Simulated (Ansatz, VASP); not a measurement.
**Si2SnB3: VASP beside Ansatz**

```
Si Sn B
1.0
     2.37734   -4.27849    0.00000
     2.37734    4.27849    0.00000
     0.00000    0.00000    3.92383
Si Sn B
2 1 3
Cartesian
  1.1887 -2.1392 1.9619
  1.1887 2.1392 1.9619
  0.0000 0.0000 0.0000
  2.3773 -1.5228 0.0000
  2.3773 1.5228 0.0000
  2.3773 0.0000 1.9619
```

Change from the starting cell: species swapped into the LaAl2Ag3 type (Cmmm, No. 65).

Alike in both runs: task relaxation of cell and atoms; functional PBE; k mesh 4 × 4 × 4; occupations gaussian, width 0.1 eV; no spin polarisation.

|  | VASP | Ansatz |
| --- | --- | --- |
| version | VASP 6.6.1 | Ansatz 0.2.0 |
| potentials or method | VASP PAW PBE potentials, release 64 (Si, Sn_d, B), cutoff 600 eV | scalar-relativistic, plane waves, PAW |
| valence electrons in the cell | 31 | 31 |

VASP gave:

```
gap on the k mesh at the Fermi level, each at its own relaxed structure (eV) : none
relaxed volume (Å³/atom)                                                     : 12.68
relaxed cell length with the largest relative difference (Å)                 : 5.095
```

Problem. Estimate Ansatz's values.

Solution. gap on the k mesh at the Fermi level, each at its own relaxed structure (eV): none; relaxed volume (Å³/atom): 12.36; relaxed cell length with the largest relative difference (Å): 5.338.

A gap of «none» marks a metal or a gap that the smearing closes.

The k mesh is coarse, so the values compare programs but aren't converged.
